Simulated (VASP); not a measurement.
Write the native input for VASP 6.6.1 that does the following.

```
Task                   : single point
Functional             : PBEsol
Potentials or basis    : VASP PAW PBE potentials, release 64 (Cd, S)
Cutoff                 : 500 eV
k mesh                 : 8 × 4 × 4
Occupations            : gaussian, width 0.02 eV
Spin                   : no spin polarisation
Dipole correction      : no
Further INCAR settings : ALGO = Normal; EDIFF = 1e-06; NBANDS = 46
```

The structure of CdS (hm.eA) lies in POSCAR:

```
CdS
1.0
    4.0665156836      0.0000000000      0.0000000000
    0.0000000000      6.6265497702      0.0000000000
    0.0000000000      0.0000000000      7.2524607192
Cd S
4 4
Direct
    0.5000000000      0.0013348328      0.0001228108
    1.0000000000      0.5013348328      0.1665438558
    1.0000000000      0.0013348328      0.5001228108
    0.5000000000      0.5013348328      0.6665438558
    0.5000000000      0.6216651672     -0.0045160630
    1.0000000000      0.1216651672      0.1711827296
    1.0000000000      0.6216651672      0.4954839370
    0.5000000000      0.1216651672      0.6711827296
```

The input as run:

INCAR

```
SYSTEM = CdS
PREC = Accurate
ENCUT = 500
EDIFF = 1E-6
ISMEAR = 0
SIGMA = 0.02
LREAL = .False.
LASPH = .True.
NELM = 120
ALGO = Normal
ISIF = 2
LWAVE = .False.
LCHARG = .False.
GGA = PS
NBANDS = 46
GGA_COMPAT = .False.
```

KPOINTS

```
Automatic mesh
0
Gamma
  8 4 4
  0 0 0
```

Potentials or basis: VASP PAW PBE potentials, release 64 (Cd, S).

Launch:

```console
$ cat potpaw_PBE.64/Cd/POTCAR potpaw_PBE.64/S/POTCAR > POTCAR
$ mpirun -np 1 vasp_std > vasp.out
```

Results of the run:

The pressure is 1.1 GPa and the band gap on the k mesh is 1.09 eV.

Caveat: the PAW data sets were made with another functional, which shifts forces and pressure a little.

Wall time 5.3 min on 1 thread of Intel(R) Xeon(R) Platinum 8559C (Emerald Rapids) (shared host), peak memory 0.43 GiB.
